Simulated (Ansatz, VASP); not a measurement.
# ZnO: VASP beside Ansatz

The input POSCAR:

```
ZnO
1.0
    0.0587498116      2.1925202079      2.1925202079
    2.1925202079      0.0587498116      2.1925202079
    2.1925202079      2.1925202079      0.0587498116
Zn O
1 1
Direct
    0.0000000000      0.0000000000      0.0000000000
    0.5000000000      0.5000000000      0.5000000000
```

INCAR.step1

```
ALGO     = Normal         # electronic algorithm
EDIFF    = 1E-4           # SCF threshold, eV
ENCUT    = 520            # plane-wave cutoff, eV
GGA      = PE             # functional
ISMEAR   = 0              # smearing method
LASPH    = T              # aspherical terms in the spheres
LCHARG   = F              # write CHGCAR
LREAL    = F              # projectors in reciprocal space
LWAVE    = T              # write WAVECAR
NBANDS   = 16             # bands
NELM     = 100            # most SCF steps
PREC     = Accurate       # precision mode
SIGMA    = 0.01           # smearing width, eV
```

INCAR.step2

```
ALGO     = Normal         # electronic algorithm
EDIFF    = 1E-6           # SCF threshold, eV
ENCUT    = 520            # plane-wave cutoff, eV
ISIF     = 2              # what is computed and relaxed
ISMEAR   = 0              # smearing method
ISTART   = 1            
LASPH    = T              # aspherical terms in the spheres
LCHARG   = T              # write CHGCAR
LELF     = T              # ELF
LMIXTAU  = T            
LREAL    = F              # projectors in reciprocal space
LVHAR    = T            
LWAVE    = F              # write WAVECAR
METAGGA  = R2SCAN         # meta-GGA
NBANDS   = 16             # bands
NELM     = 100            # most SCF steps
PREC     = Accurate       # precision mode
SIGMA    = 0.01           # smearing width, eV
```

Contents of KPOINTS:

```
k-points
0
Gamma
  10 10 10
```

Input for Ansatz:

```yaml
crystal:
  lattice:
    - [0.0587498116, 2.1925202079, 2.1925202079]
    - [2.1925202079, 0.0587498116, 2.1925202079]
    - [2.1925202079, 2.1925202079, 0.0587498116]
  atoms:
    - { symbol: Zn, position: [0.0, 0.0, 0.0] }
    - { symbol: O, position: [0.5, 0.5, 0.5] }
kpoints:
  mp_grid: { grid: [10, 10, 10] }
  band_path:
    path:
      - [0.0, 0.0, 0.0]
      - [0.5, 0.0, 0.5]
      - [0.625, 0.25, 0.625]
      - [0.375, 0.375, 0.75]
      - [0.5, 0.5, 0.5]
      - [0.5, 0.25, 0.75]
    npoints: 1
hamiltonian:
  xc: r2scan
scf:
  occupations: { method: fixed }
  n_extra_bands: 4
output:
  forces: true
  stress: true
  eigenvalues: true
```

Change from the starting cell: shear_111 strain +4.1%.

Alike in both runs: task single point; functional r2SCAN; k mesh 10 × 10 × 10; no spin polarisation.

|  | VASP | Ansatz |
| --- | --- | --- |
| version | VASP 6.6.1 | Ansatz 0.2.0 |
| potentials or method | VASP PAW PBE potentials, release 64 (Zn, O) | plane waves, PAW |
| plane-wave cutoff (eV) | 520 | 500 |
| occupations | gaussian, width 0.01 eV | fixed |
| valence electrons in the cell | 18 | 18 |

|  | VASP | Ansatz | Ansatz less VASP |
| --- | --- | --- | --- |
| gap on the k mesh at the Fermi level (eV) | 1.29 | 1.31 | +0.019 |
| pressure (GPa) | -5.9 | -7.2 | -1.29 |
| traceless stress, the component that is largest in VASP (GPa) | -2.70 | -2.66 | +0.041 |

VASP's potentials were made for PBE, not for r2SCAN.
